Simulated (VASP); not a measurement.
Here is a VASP 6.6.1 calculation.

The input POSCAR:

```
GaSb
1.0
    0.0000000000      3.0590000000      3.0590000000
    3.0590000000      0.0000000000      3.0590000000
    3.0590000000      3.0590000000      0.0000000000
Sb Ga
1 1
Direct
    0.2500000000      0.2500000000      0.2500000000
    0.0000000000      0.0000000000      0.0000000000
```

File INCAR.step1:

```
SYSTEM = GaSb
PREC = Accurate
ENCUT = 400
EDIFF = 1E-5
ISMEAR = 0
SIGMA = 0.02
LREAL = .FALSE.
LASPH = .TRUE.
NELM = 120
ALGO = Normal
ISIF = 2
LWAVE = .TRUE.
NBANDS = 21
GGA = PE
GGA_COMPAT = .FALSE.
```

Contents of INCAR.step2:

```
SYSTEM = GaSb
PREC = Accurate
ENCUT = 400
EDIFF = 1E-6
ISMEAR = 0
SIGMA = 0.02
LREAL = .FALSE.
LASPH = .TRUE.
NELM = 120
ALGO = Normal
ISIF = 2
LWAVE = .FALSE.
LCHARG = .TRUE.
GGA = PE
LHFCALC = .TRUE.
AEXX = 0.25
PRECFOCK = Normal
IVDW = 13
LELF = .TRUE.
LVHAR = .TRUE.
NBANDS = 21
ISTART = 1
GGA_COMPAT = .FALSE.
```

KPOINTS

```
regular mesh
0
G
  4 4 4
  0 0 0
```

Potentials or basis: VASP PAW PBE potentials, release 64 (Sb_d_GW, Ga_d).

Command:

```console
$ cat potpaw_PBE.64/Sb_d_GW/POTCAR potpaw_PBE.64/Ga_d/POTCAR > POTCAR
$ cp INCAR.step1 INCAR
$ mpirun -np 1 vasp_std > vasp.out
$ cp INCAR.step2 INCAR
$ mpirun -np 1 vasp_std > vasp.out
```

Question: Predict the band gap on the k mesh.

Answer: 1.56 eV.

Question: What does it give for the dispersion energy per atom?

Answer: -0.409 eV.

Question: What does it give for the pressure?

Answer: -2.1 GPa.

Caveat: the k points lie up to 0.44 Å⁻¹ apart; the PAW data sets were made with another functional, which shifts forces and pressure a little; spin-orbit coupling is left out, which moves the levels of the heavy elements. A k mesh can miss the band edges.
